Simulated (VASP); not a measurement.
# TaN (Fm-3m) in VASP: notebook

The runs below take TaN through single point, with PBE.

Everything below comes from runs of VASP 6.6.1. Logs are shortened: lines on timing, memory, paths and dates and some standing lists are left out, and cuts for length are marked.

## 1. The cell of the first run

The structure is cubic, space group Fm-3m (No. 225). The conventional cell has a = 4.208 Å, b = 4.208 Å, c = 4.208 Å, α = 90.00°, β = 90.00°, γ = 90.00°. Within 2.8 Å of Ta (site symmetry m-3m) lie 6 N at 2.10 Å. N (site symmetry m-3m) has 6 Ta at 2.10 Å within 2.8 Å.

## 2. Single point, PBE

INCAR

```
PREC = Accurate
ENCUT = 520
EDIFF = 1E-6
ISMEAR = -1
SIGMA = 0.05
LREAL = F
LASPH = T
NELM = 80
ALGO = Normal
ISIF = 2
LWAVE = F
LCHARG = F
GGA = PE
NBANDS = 15
```

KPOINTS

```
Automatic mesh
0
Gamma
  11 11 11
```

POSCAR

```
TaN
1.0
    0.0000000000      2.1038013691      2.1038013691
    2.1038013691      0.0000000000      2.1038013691
    2.1038013691      2.1038013691      0.0000000000
Ta N
1 1
Direct
    0.5000000000      0.5000000000      0.5000000000
    0.0000000000      0.0000000000      0.0000000000
```

Potentials or basis: VASP PAW PBE potentials, release 64 (Ta_pv, N).

Launch:

```sh
$ cat potpaw_PBE.64/Ta_pv/POTCAR potpaw_PBE.64/N/POTCAR > POTCAR
$ mpirun -np 1 vasp_std > vasp.out
```

OUTCAR:

```text
PREC = Accurate
   ENCUT = 520
   EDIFF = 1E-6
   ISMEAR = -1
   LREAL = F
   LASPH = T
   NELM = 80
   ISIF = 2
   GGA = PE

 ion  position               nearest neighbor table
   1  0.500  0.500  0.500-   2 2.10   2 2.10   2 2.10   2 2.10   2 2.10   2 2.10
   2  0.000  0.000  0.000-   1 2.10   1 2.10   1 2.10   1 2.10   1 2.10   1 2.10

  LATTYP: Found a face centered cubic cell.
 ALAT       =     4.2076027382

  Lattice vectors:

 A1 = (   0.0000000000,   2.1038013691,   2.1038013691)
 A2 = (   2.1038013691,   0.0000000000,   2.1038013691)
 A3 = (   2.1038013691,   2.1038013691,   0.0000000000)

Analysis of symmetry for initial positions (statically):
=====================================================================
 Subroutine PRICEL returns:
 Original cell was already a primitive cell.

 Routine SETGRP: Setting up the symmetry group for a
 face centered cubic supercell.

 Subroutine GETGRP returns: Found 48 space group operations
 (whereof 48 operations were pure point group operations)
 out of a pool of 48 trial point group operations.

The static configuration has the point symmetry O_h .

Analysis of symmetry for dynamics (positions and initial velocities):
=====================================================================
 Subroutine PRICEL returns:
 Original cell was already a primitive cell.

 Routine SETGRP: Setting up the symmetry group for a
 face centered cubic supercell.

 Subroutine GETGRP returns: Found 48 space group operations
 (whereof 48 operations were pure point group operations)
 out of a pool of 48 trial point group operations.

The dynamic configuration has the point symmetry O_h .

 Subroutine INISYM returns: Found 48 space group operations
 (whereof 48 operations are pure point group operations),
 and found     1 'primitive' translations

----------------------------------------------------------------------------------------

                                     Primitive cell

  volume of cell :      18.6228

  direct lattice vectors                    reciprocal lattice vectors
     0.000000000  2.103801369  2.103801369    -0.237665023  0.237665023  0.237665023
     2.103801369  0.000000000  2.103801369     0.237665023 -0.237665023  0.237665023
     2.103801369  2.103801369  0.000000000     0.237665023  0.237665023 -0.237665023

  length of vectors
     2.975224429  2.975224429  2.975224429     0.411647894  0.411647894  0.411647894

  position of ions in fractional coordinates (direct lattice)
     0.500000000  0.500000000  0.500000000
     0.000000000  0.000000000  0.000000000

[... 87 lines left out ...]
   NELECT =      16.0000    total number of electrons
   NUPDOWN=      -1.0000    fix difference up-down
   EMIN   =  10.00;   EMAX   =-10.00  energy-range for DOS
   EFERMI =   0.00;   METHOD = LEGACY
   ISMEAR =    -1;   SIGMA  =   0.05  broadening in eV -4-tet -1-fermi 0-gaus
   EFERMI_NEDOS =   21; number of points for ismear=-14 and -15
   IALGO  =     38    algorithm
   IMIX   =      4    mixing-type and parameters
     AMIX     =   0.40;   BMIX     =  1.00
     AMIX_MAG =   1.60;   BMIX_MAG =  1.00
  volume/ion in A,a.u.               =       9.31        62.84
  Fermi-wavevector in a.u.,A,eV,Ry     =   1.556324  2.941026 32.955287  2.422145
  Thomas-Fermi vector in A             =   2.660137
   LORBIT       =      0    0 simple, 1 ext, 2 COOP (PROOUT), +10 PAW based schemes
   GGA     = PE    functional components
   LHFCALC =     F    Hartree Fock is set to
   AEXX    =    0.0000 exact exchange contribution
   IVDW    =     0    specifies the selected vdW correction
   LEPSILON=     F    determine dielectric tensor
   LRPA    =     F    only Hartree local field effects (RPA)
 non-spin polarized calculation
  energy-cutoff  :      520.00
  volume of cell :       18.62
 maximum number of plane-waves:       531
 NGX is ok and might be reduce to    24
   NGX = 11   NGY = 11   NGZ = 11

 number of electron      16.0000002 magnetization

 Free energy of the ion-electron system (eV)
  ---------------------------------------------------
  ext. energy  EPLUGINS =         0.00000000
  ---------------------------------------------------
  free energy    TOTEN  =       -21.26856681 eV

  energy without entropy =      -21.26413365  energy(sigma->0) =      -21.26635023

 E-fermi :  11.1570     XC(G=0): -14.1881

 val. band max:       11.0531260272   @ k =  -0.3636   0.2727   0.0909
 cond. band min:      11.2054933563   @ k =   0.0000   0.0000   0.0000
 fundamental gap:      0.1523673290
 Fermi energy:        11.1570378185

 k-point     1 :       0.0000    0.0000    0.0000
  band No.  band energies     occupation
      1     -24.4005      2.00000
      2     -24.4005      2.00000
      3     -24.4005      2.00000
      4      -8.8597      2.00000
      5       6.9039      2.00000
      6       6.9039      2.00000
      7       6.9039      2.00000
      8       8.6040      2.00000
      9       8.6040      2.00000
     10       8.6040      2.00000
     11      11.2055      0.55012
     12      11.2055      0.55011
     13      13.8700      0.00000
     14      20.5607      0.00000
[... 401 lines left out ...]
      2     -24.6944      2.00000
      3     -24.4488      2.00000
      4      -6.7503      2.00000
      5       1.9582      2.00000
      6       3.3565      2.00000
      7       4.3826      2.00000
      8      10.2595      2.00000
      9      10.7139      1.99972
     10      12.8331      0.00000
     11      13.6376      0.00000
     12      17.8420      0.00000
     13      18.1621      0.00000
     14      23.7815      0.00000
     15      25.6129      0.00000

 [... further k-points ...]

------------------------ aborting loop because EDIFF is reached ----------------------------------------

  FORCE on cell =-STRESS in cart. coord.  units (eV):
  Direction    XX          YY          ZZ          XY          YZ          ZX
  --------------------------------------------------------------------------------------
  -------------------------------------------------------------------------------------
  Total        7.9080950      7.9080950      7.9080950     -0.0000000     -0.0000000      0.0000000
  in kB      680.3592051    680.3592051    680.3592051     -0.0000000     -0.0000000      0.0000000
  external PRESSURE =     680.3592051 kB  Pullay stress =       0.0000000 kB

 VOLUME and BASIS-vectors are now :
 -----------------------------------------------------------------------------
  energy-cutoff  :      520.00
  volume of cell :       18.62
      direct lattice vectors                 reciprocal lattice vectors
     0.000000000  2.103801369  2.103801369    -0.237665023  0.237665023  0.237665023
     2.103801369  0.000000000  2.103801369     0.237665023 -0.237665023  0.237665023
     2.103801369  2.103801369  0.000000000     0.237665023  0.237665023 -0.237665023

 POSITION                                       TOTAL-FORCE (eV/Angst)
 -----------------------------------------------------------------------------------
      2.10380      2.10380      2.10380        -0.000000      0.000000      0.000000
      0.00000      0.00000      0.00000         0.000000     -0.000000     -0.000000
 -----------------------------------------------------------------------------------
    total drift:                                0.000000     -0.000000     -0.000000

  FREE ENERGIE OF THE ION-ELECTRON SYSTEM (eV)
  ---------------------------------------------------
  free  energy   TOTEN  =       -21.2685668115 eV

  energy  without entropy=      -21.2641336455  energy(sigma->0) =      -21.26635023
```

Run time: 8.4 s. Hardware: 1 thread of Intel Xeon 6975P-C (Granite Rapids), shared host; peak memory 0.15 GiB.

What came out:

```yaml
Free_energy: -21.2686 eV
Pressure: 68.0 GPa
Band_gap_on_the_k_mesh: zero (band 8 reaches 13.15 eV, above the bottom of band 9 at 8.60 eV)
```

Caveat: spin-orbit coupling is left out, which moves the levels of the heavy elements.

## 3. Single point, PBE

This run uses another cell than the first one, of 9.57 Å³/atom, 1.028 times its volume.

INCAR

```
SYSTEM = TaN
PREC = Accurate
ENCUT = 520
EDIFF = 1E-6
ISMEAR = -1
SIGMA = 0.05
LREAL = .FALSE.
LASPH = .TRUE.
NELM = 80
ALGO = Normal
ISIF = 2
LWAVE = .FALSE.
LCHARG = .TRUE.
GGA = PE
LELF = .TRUE.
LVHAR = .TRUE.
NBANDS = 15
```

KPOINTS

```
regular mesh
0
G
  11 11 11
  0 0 0
```

POSCAR

```
TaN
1.0
    0.0000000000      2.1231033772      2.1231033772
    2.1231033772      0.0000000000      2.1231033772
    2.1231033772      2.1231033772      0.0000000000
Ta N
1 1
Direct
    0.5000000000      0.5000000000      0.5000000000
    0.0000000000      0.0000000000      0.0000000000
```

Potentials or basis: VASP PAW PBE potentials, release 64 (Ta_pv, N).

Launch:

```sh
$ cat potpaw_PBE.64/Ta_pv/POTCAR potpaw_PBE.64/N/POTCAR > POTCAR
$ mpirun -np 1 vasp_std > vasp.out
```

Run time: 6.6 s. Hardware: 1 thread of Intel Xeon 6975P-C (Granite Rapids), shared host; peak memory 0.15 GiB.

It converged, with:

```yaml
Free_energy: -21.4626 eV
Pressure: 52.2 GPa
Band_gap_on_the_k_mesh: zero (band 8 reaches 12.74 eV, above the bottom of band 9 at 8.36 eV)
```

Levels at points of the mesh, in eV from the Fermi level:
| k point | band 4 | band 5 | band 6 | band 7 | band 8 | band 9 | band 10 | band 11 | band 12 | band 13 |
| --- | --- | --- | --- | --- | --- | --- | --- | --- | --- | --- |
| (0.00, 0.00, 0.00) | -19.79 | -4.18 | -4.18 | -4.18 | -2.46 | -2.46 | -2.46 | 0.04 | 0.04 | 2.44 |

Caveat: spin-orbit coupling is left out, which moves the levels of the heavy elements.

(Part 1 of 3 ends here.)
